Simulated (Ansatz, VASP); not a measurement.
**Sb in VASP and in Ansatz**

Contents of INCAR:

```
PREC = Accurate
ENCUT = 600
EDIFF = 1E-7
ISMEAR = 0
SIGMA = 0.1
LREAL = F
LASPH = T
NELM = 100
ALGO = Normal
ISIF = 3
LWAVE = F
LCHARG = F
GGA = PE
IBRION = 2
NSW = 100
EDIFFG = -0.002
```

KPOINTS

```
regular mesh
0
Gamma
  14 10 10
```

Contents of POSCAR:

```
Sb
1.0
    3.1224020000      0.0000000000      0.0000000000
    0.0000000000      4.3475180000      0.0000000000
   -0.0389150000      0.0000000000      4.4058520000
Sb
2
Direct
    0.9886110000      0.7500000000      0.7588340000
    0.0113890000      0.2500000000      0.2411660000
```

Input for Ansatz:

```yaml
crystal:
  lattice:
    - [3.122402, 0.0, 0.0]
    - [0.0, 4.347518, 0.0]
    - [-0.038915, 0.0, 4.405852]
  atoms:
    - { symbol: Sb, position: [0.988611, 0.75, 0.758834] }
    - { symbol: Sb, position: [0.011389, 0.25, 0.241166] }
basis:
  ecutwfc: 420
kpoints:
  mp_grid: { grid: [14, 10, 10] }
hamiltonian:
  xc: pbe
scf:
  occupations: { method: gaussian, width: 0.1 }
output:
  forces: true
  stress: true
  eigenvalues: true
  write_density: true
  write_potential: true
  elf: true
  volumetric_format: npy
relax:
  adjacent_minimum: "off"
  f_tol: 0.002
  max_steps: 80
  cell: { stress_tol: 0.02 }
```

Alike in both runs: task relaxation of cell and atoms; functional PBE; k mesh 14 × 10 × 10; occupations gaussian, width 0.1 eV; no spin polarisation.

|  | VASP | Ansatz |
| --- | --- | --- |
| version | VASP 6.6.1 | Ansatz 0.2.0 |
| potentials or method | VASP PAW PBE potentials, release 64 (Sb), cutoff 600 eV | scalar-relativistic, plane waves, PAW |
| valence electrons in the cell | 10 | 30 |

```csv
,VASP,Ansatz,Ansatz less VASP
"gap on the k mesh at the Fermi level, each at its own relaxed structure (eV)",none,none,-
relaxed volume (Å³/atom),30.04,30.05,+0.012
relaxed cell length with the largest relative difference (Å),4.395,4.396,+0.0006
```

A gap of «none» marks a metal or a gap that the smearing closes. VASP's potentials hold 10 valence electrons a cell and Ansatz's 30, so a difference there can come from the potentials and not from the codes.

Neither program's run includes spin-orbit coupling.
